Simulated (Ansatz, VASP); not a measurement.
**One calculation of Br, two programs**

```xyz
4
Lattice="3.3407 -2.3070 0.0000 3.3407 2.3070 0.0000 0.0000 0.0000 8.6439" Properties=species:S:1:pos:R:3 pbc="T T T"
Br    3.3407    0.6224    3.3720
Br    3.3407    1.6845    7.6939
Br    3.3407   -0.6224    5.2719
Br    3.3407   -1.6845    0.9500
```

Alike in both runs: task single point; functional PBE; k mesh 6 × 6 × 3; occupations fermi-dirac, width 0.05 eV; no spin polarisation.

```csv
,VASP,Ansatz
version,VASP 6.6.1,Ansatz 0.2.0
potentials or method,"VASP PAW PBE potentials, release 64 (Br)",Ansatz PAW
plane-wave cutoff (eV),520,420
valence electrons in the cell,28,28
```

Ansatz gave:

* gap on the k mesh at the Fermi level (eV): 1.97
* least direct gap on the mesh (eV): 1.98
* pressure (GPa): 2.5
* traceless stress, the component that is largest in VASP (GPa): 1.74
* rms of the force components (eV/Å): 0.641

Question: Which values does VASP return?

Answer: gap on the k mesh at the Fermi level (eV): 1.97; least direct gap on the mesh (eV): 1.99; pressure (GPa): 2.5; traceless stress, the component that is largest in VASP (GPa): 1.77; rms of the force components (eV/Å): 0.648.

Atom by atom the forces differ by 0.008 eV/Å (rms over components).

Noted on Ansatz's run: odd divisions of the mesh miss points on the zone boundary, where band edges often lie, so the gap on the mesh can be too wide.
